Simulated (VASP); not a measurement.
# MnS (P6_3mc) in VASP: single point with PBE+U

Aim: the single point of MnS with PBE+U.

Everything below comes from runs of VASP 6.6.1. Logs are shortened: lines on timing, memory, paths and dates and some standing lists are left out, and cuts for length are marked.

## Step 1: The cell of the first run

It takes space group P6_3mc (No. 186, hexagonal). The conventional cell has a = 3.976 Å, b = 3.976 Å, c = 6.432 Å, α = 90.00°, β = 90.00°, γ = 120.00°. Within 3.2 Å of Mn (site symmetry 3m) lie 4 S at 2.41 to 2.48 Å. Within 3.2 Å of S (site symmetry 3m) lie 4 Mn at 2.41 to 2.48 Å.

## Step 2: Single point, PBE+U, collinear spin, antiferromagnetic start

Input file INCAR:

```
PREC = Accurate
ENCUT = 520
EDIFF = 1E-7
ISMEAR = -1
SIGMA = 0.05
LREAL = False
LASPH = True
NELM = 150
ALGO = Normal
ISIF = 2
LWAVE = False
LCHARG = False
ISPIN = 2
MAGMOM = 4.5 -4.5 0 0
LORBIT = 11
LMAXMIX = 4
LDAU = True
LDAUTYPE = 2
LDAUL = 2 -1
LDAUU = 4 0
LDAUJ = 0 0
LDAUPRINT = 1
GGA = PE
NBANDS = 31
```

Input file KPOINTS:

```
Automatic mesh
0
Gamma
  8 8 5
```

Input file POSCAR:

```
MnS
1.0
    3.9760000000      0.0000000000      0.0000000000
   -1.9880000000      3.4433170100      0.0000000000
    0.0000000000      0.0000000000      6.4320000000
Mn S
2 2
Direct
    0.3333333300      0.6666666700      0.0000000000
    0.6666666700      0.3333333300      0.5000000000
    0.3333333300      0.6666666700      0.3850000000
    0.6666666700      0.3333333300      0.8850000000
```

Potentials or basis: VASP PAW PBE potentials, release 64 (Mn_pv, S).

Started as:

```bash
$ cat potpaw_PBE.64/Mn_pv/POTCAR potpaw_PBE.64/S/POTCAR > POTCAR
$ mpirun -np 1 vasp_std > vasp.out
```

OUTCAR:

```text
PREC = Accurate
   ENCUT = 520
   EDIFF = 1E-7
   ISMEAR = -1
   LREAL = False
   LASPH = True
   NELM = 150
   ISIF = 2
   ISPIN = 2
   LORBIT = 11
   GGA = PE

 ion  position               nearest neighbor table
   1  0.333  0.667  0.000-   4 2.41   4 2.41   4 2.41   3 2.48
   2  0.667  0.333  0.500-   3 2.41   3 2.41   3 2.41   4 2.48
   3  0.333  0.667  0.385-   2 2.41   2 2.41   2 2.41   1 2.48
   4  0.667  0.333  0.885-   1 2.41   1 2.41   1 2.41   2 2.48

  LATTYP: Found a hexagonal cell.
 ALAT       =     3.9760000000
 C/A-ratio  =     1.6177062374

  Lattice vectors:

 A1 = (   3.9760000000,   0.0000000000,   0.0000000000)
 A2 = (  -1.9880000000,   3.4433170100,   0.0000000000)
 A3 = (   0.0000000000,   0.0000000000,   6.4320000000)

Analysis of symmetry for initial positions (statically):
=====================================================================
 Subroutine PRICEL returns:
 Original cell was already a primitive cell.

 Routine SETGRP: Setting up the symmetry group for a
 hexagonal supercell.

 Subroutine GETGRP returns: Found 12 space group operations
 (whereof  6 operations were pure point group operations)
 out of a pool of 24 trial point group operations.

The static configuration has the point symmetry C_3v.
 The point group associated with its full space group is C_6v.

Analysis of symmetry for dynamics (positions and initial velocities):
=====================================================================
 Subroutine PRICEL returns:
 Original cell was already a primitive cell.

 Routine SETGRP: Setting up the symmetry group for a
 hexagonal supercell.

 Subroutine GETGRP returns: Found 12 space group operations
 (whereof  6 operations were pure point group operations)
 out of a pool of 24 trial point group operations.

The dynamic configuration has the point symmetry C_3v.
 The point group associated with its full space group is C_6v.

Analysis of structural, dynamic, and magnetic symmetry:
=====================================================================
 Subroutine PRICEL returns:
 Original cell was already a primitive cell.

 Routine SETGRP: Setting up the symmetry group for a
 hexagonal supercell.

 Subroutine GETGRP returns: Found 12 space group operations
 (whereof  6 operations were pure point group operations)
 out of a pool of 24 trial point group operations.

The overall configuration has the point symmetry C_3v.
 The point group associated with its full space group is C_6v.

 Subroutine INISYM returns: Found 12 space group operations
 (whereof  6 operations are pure point group operations),
 and found     1 'primitive' translations

----------------------------------------------------------------------------------------

                                     Primitive cell

  volume of cell :      88.0581

[... 143 lines left out ...]
  0.0000  0.9331  0.0000  0.0000  0.0023
 -0.0000  0.0000  0.9365 -0.0000  0.0000
  0.0023  0.0000 -0.0000  0.9331 -0.0000
  0.0000  0.0023  0.0000 -0.0000  0.9361

spin component  2

  0.0504  0.0000  0.0000  0.0194 -0.0000
  0.0000  0.0325  0.0000  0.0000  0.0194
  0.0000  0.0000  0.0666  0.0000  0.0000
  0.0194  0.0000  0.0000  0.0325  0.0000
 -0.0000  0.0194  0.0000  0.0000  0.0504

 occupancies and eigenvectors

  o =  0.0200  v =  0.0000  0.0000  0.0000  0.0000  0.0000 -0.5391  0.0000  0.0000  0.8423 -0.0000      0.0000  0.0000  0.0000  0.0000  0.0000  0.0000  0.0000  0.0000  0.0000  0.0000
  o =  0.0200  v =  0.0000  0.0000  0.0000  0.0000  0.0000  0.0000  0.8423  0.0000 -0.0000 -0.5391      0.0000  0.0000  0.0000  0.0000  0.0000  0.0000  0.0000  0.0000  0.0000  0.0000
  o =  0.0628  v =  0.0000  0.0000  0.0000  0.0000  0.0000 -0.8423 -0.0000 -0.0000 -0.5391  0.0000      0.0000  0.0000  0.0000  0.0000  0.0000  0.0000  0.0000  0.0000  0.0000  0.0000
  o =  0.0628  v =  0.0000  0.0000  0.0000  0.0000  0.0000  0.0000  0.5391 -0.0000  0.0000  0.8423      0.0000  0.0000  0.0000  0.0000  0.0000  0.0000  0.0000  0.0000  0.0000  0.0000
  o =  0.0666  v =  0.0000  0.0000  0.0000  0.0000  0.0000  0.0000  0.0000  1.0000 -0.0000  0.0000      0.0000  0.0000  0.0000  0.0000  0.0000  0.0000  0.0000  0.0000  0.0000  0.0000
  o =  0.9318  v = -0.4749  0.0000 -0.0000  0.8801  0.0000  0.0000  0.0000  0.0000  0.0000  0.0000      0.0000  0.0000  0.0000  0.0000  0.0000  0.0000  0.0000  0.0000  0.0000  0.0000
  o =  0.9318  v =  0.0000 -0.8801 -0.0000 -0.0000  0.4749  0.0000  0.0000  0.0000  0.0000  0.0000      0.0000  0.0000  0.0000  0.0000  0.0000  0.0000  0.0000  0.0000  0.0000  0.0000
  o =  0.9365  v =  0.0000 -0.0000  1.0000  0.0000 -0.0000  0.0000  0.0000  0.0000  0.0000  0.0000      0.0000  0.0000  0.0000  0.0000  0.0000  0.0000  0.0000  0.0000  0.0000  0.0000
  o =  0.9374  v = -0.8801 -0.0000  0.0000 -0.4749 -0.0000  0.0000  0.0000  0.0000  0.0000  0.0000      0.0000  0.0000  0.0000  0.0000  0.0000  0.0000  0.0000  0.0000  0.0000  0.0000
  o =  0.9374  v =  0.0000 -0.4749 -0.0000  0.0000 -0.8801  0.0000  0.0000  0.0000  0.0000  0.0000      0.0000  0.0000  0.0000  0.0000  0.0000  0.0000  0.0000  0.0000  0.0000  0.0000

atom =   2  type =  1  l = 2

 onsite density matrix

spin component  1

  0.0504 -0.0000 -0.0000 -0.0194 -0.0000
 -0.0000  0.0325 -0.0000  0.0000 -0.0194
 -0.0000 -0.0000  0.0666  0.0000  0.0000
 -0.0194  0.0000  0.0000  0.0325 -0.0000
 -0.0000 -0.0194  0.0000 -0.0000  0.0504

spin component  2

  0.9361 -0.0000 -0.0000 -0.0023  0.0000
 -0.0000  0.9331 -0.0000  0.0000 -0.0023
 -0.0000 -0.0000  0.9365 -0.0000  0.0000
 -0.0023  0.0000 -0.0000  0.9331  0.0000
  0.0000 -0.0023  0.0000  0.0000  0.9361

 occupancies and eigenvectors

  o =  0.0200  v =  0.5391  0.0000 -0.0000  0.8423  0.0000  0.0000  0.0000  0.0000  0.0000  0.0000      0.0000  0.0000  0.0000  0.0000  0.0000  0.0000  0.0000  0.0000  0.0000  0.0000
  o =  0.0200  v =  0.0000 -0.8423  0.0000  0.0000 -0.5391  0.0000  0.0000  0.0000  0.0000  0.0000      0.0000  0.0000  0.0000  0.0000  0.0000  0.0000  0.0000  0.0000  0.0000  0.0000
  o =  0.0628  v =  0.8423  0.0000  0.0000 -0.5391 -0.0000  0.0000  0.0000  0.0000  0.0000  0.0000      0.0000  0.0000  0.0000  0.0000  0.0000  0.0000  0.0000  0.0000  0.0000  0.0000
  o =  0.0628  v = -0.0000  0.5391  0.0000  0.0000 -0.8423  0.0000  0.0000  0.0000  0.0000  0.0000      0.0000  0.0000  0.0000  0.0000  0.0000  0.0000  0.0000  0.0000  0.0000  0.0000
  o =  0.0666  v =  0.0000  0.0000 -1.0000 -0.0000 -0.0000  0.0000  0.0000  0.0000  0.0000  0.0000      0.0000  0.0000  0.0000  0.0000  0.0000  0.0000  0.0000  0.0000  0.0000  0.0000
  o =  0.9318  v =  0.0000  0.0000  0.0000  0.0000  0.0000  0.4749  0.0000  0.0000  0.8801 -0.0000      0.0000  0.0000  0.0000  0.0000  0.0000  0.0000  0.0000  0.0000  0.0000  0.0000
  o =  0.9318  v =  0.0000  0.0000  0.0000  0.0000  0.0000  0.0000 -0.8801  0.0000 -0.0000 -0.4749      0.0000  0.0000  0.0000  0.0000  0.0000  0.0000  0.0000  0.0000  0.0000  0.0000
  o =  0.9365  v =  0.0000  0.0000  0.0000  0.0000  0.0000  0.0000 -0.0000 -1.0000  0.0000  0.0000      0.0000  0.0000  0.0000  0.0000  0.0000  0.0000  0.0000  0.0000  0.0000  0.0000
  o =  0.9374  v =  0.0000  0.0000  0.0000  0.0000  0.0000 -0.8801  0.0000  0.0000  0.4749 -0.0000      0.0000  0.0000  0.0000  0.0000  0.0000  0.0000  0.0000  0.0000  0.0000  0.0000
  o =  0.9374  v =  0.0000  0.0000  0.0000  0.0000  0.0000  0.0000 -0.4749  0.0000  0.0000  0.8801      0.0000  0.0000  0.0000  0.0000  0.0000  0.0000  0.0000  0.0000  0.0000  0.0000

 number of electron      37.9999996 magnetization      -0.0000000

 Free energy of the ion-electron system (eV)
  ---------------------------------------------------
  ext. energy  EPLUGINS =         0.00000000
  ---------------------------------------------------
  free energy    TOTEN  =       -25.98471034 eV

  energy without entropy =      -25.98471034  energy(sigma->0) =      -25.98471034

 E-fermi :   4.7195     XC(G=0):  -9.2682

 val. band max:        3.6892062642   @ k =   0.0000   0.0000   0.0000
 cond. band min:       5.9902049009   @ k =   0.0000   0.0000   0.0000
 fundamental gap:      2.3009986367
 Fermi energy:         4.7195066073

 spin component 1

 k-point     1 :       0.0000    0.0000    0.0000
  band No.  band energies     occupation
      1     -46.3391      1.00000
      2     -46.3359      1.00000
      3     -46.3359      1.00000
      4     -41.5355      1.00000
      5     -41.5252      1.00000
      6     -41.5252      1.00000
[... 1625 lines left out ...]
     30      12.2458      0.00000
     31      12.3973      0.00000

 [... further k-points ...]

------------------------ aborting loop because EDIFF is reached ----------------------------------------

  FORCE on cell =-STRESS in cart. coord.  units (eV):
  Direction    XX          YY          ZZ          XY          YZ          ZX
  --------------------------------------------------------------------------------------
  -------------------------------------------------------------------------------------
  Total        2.8633451      2.8633451      0.7506627      0.0000000      0.0000000      0.0000000
  in kB       52.0972560     52.0972561     13.6579645      0.0000000      0.0000000      0.0000000
  external PRESSURE =      39.2841589 kB  Pullay stress =       0.0000000 kB

 VOLUME and BASIS-vectors are now :
 -----------------------------------------------------------------------------
  energy-cutoff  :      520.00
  volume of cell :       88.06
      direct lattice vectors                 reciprocal lattice vectors
     3.976000000  0.000000000  0.000000000     0.251509054  0.145208820  0.000000000
    -1.988000000  3.443317010  0.000000000     0.000000000  0.290417640  0.000000000
     0.000000000  0.000000000  6.432000000     0.000000000  0.000000000  0.155472637

 POSITION                                       TOTAL-FORCE (eV/Angst)
 -----------------------------------------------------------------------------------
     -0.00000      2.29554      0.00000         0.000000     -0.000000      0.350675
      1.98800      1.14777      3.21600        -0.000000      0.000000      0.350675
     -0.00000      2.29554      2.47632        -0.000000     -0.000000     -0.350675
      1.98800      1.14777      5.69232         0.000000     -0.000000     -0.350675
 -----------------------------------------------------------------------------------
    total drift:                               -0.000020      0.000011      0.000357

  FREE ENERGIE OF THE ION-ELECTRON SYSTEM (eV)
  ---------------------------------------------------
  free  energy   TOTEN  =       -25.9847103393 eV

  energy  without entropy=      -25.9847103392  energy(sigma->0) =      -25.98471034

 total charge

# of ion       s       p       d       tot
------------------------------------------
    1        0.263   6.212   4.889  11.363
    2        0.263   6.212   4.889  11.363
    3        1.312   2.487   0.000   3.798
    4        1.312   2.487   0.000   3.798
--------------------------------------------------
tot          3.148  17.398   9.777  30.324

 magnetization (x)

# of ion       s       p       d       tot
------------------------------------------
    1        0.038   0.050   4.433   4.521
    2       -0.038  -0.050  -4.433  -4.521
    3       -0.002  -0.004   0.000  -0.006
    4        0.002   0.004   0.000   0.006
--------------------------------------------------
tot          0.000   0.000   0.000   0.000
```

It took 5 min on 1 thread of Oxide Virtual Turin-like, shared host; peak memory 0.26 GiB.

Results:

| Quantity | Value |
| --- | --- |
| Free energy | -25.9847 eV |
| Pressure | 3.9 GPa |
| Largest force | 0.351 eV/Å |
| Band gap on the k mesh | 2.30 eV |
| Net moment | 0.00 μB per cell |
| Site moments | Mn +4.52, -4.52; S -0.01, +0.01 μB |
| Valence electrons inside the program's atomic spheres | Mn 11.36; S 3.80 |

Forces on the atoms (eV/Å):
```
Mn   0.000  0.000  0.351
Mn   0.000  0.000  0.351
S    0.000  0.000 -0.351
S    0.000  0.000 -0.351
```

Levels at points of the mesh, in eV from the valence-band top:
Spin up:
| k point | band 16 | band 17 | band 18 | band 19 | band 20 | band 21 | band 22 | band 23 |
| --- | --- | --- | --- | --- | --- | --- | --- | --- |
| (0.00, 0.00, 0.00) | -2.11 | -0.71 | 0.00 | 0.00 | 2.30 | 3.36 | 3.36 | 3.66 |
| (0.50, 0.00, 0.00) | -2.75 | -2.36 | -1.67 | -1.09 | 2.53 | 3.13 | 3.57 | 3.64 |
Spin down:
| k point | band 16 | band 17 | band 18 | band 19 | band 20 | band 21 | band 22 | band 23 |
| --- | --- | --- | --- | --- | --- | --- | --- | --- |
| (0.00, 0.00, 0.00) | -2.11 | -0.71 | 0.00 | 0.00 | 2.30 | 3.36 | 3.36 | 3.66 |
| (0.50, 0.00, 0.00) | -2.75 | -2.36 | -1.67 | -1.09 | 2.53 | 3.13 | 3.57 | 3.64 |

Eigenvalues of the final occupation matrices:
```
    site  spin  trace               eigenvalues
site 1 d     1   4.67  0.93 0.93 0.94 0.94 0.94
site 1 d     2   0.23  0.02 0.02 0.06 0.06 0.07
site 2 d     1   0.23  0.02 0.02 0.06 0.06 0.07
site 2 d     2   4.67  0.93 0.93 0.94 0.94 0.94
```

Caveat: the cell stands under pressure; the antiferromagnetic order is the one typed at the start, and another may lie lower. The state reached can hang on the start; a lower one may exist.
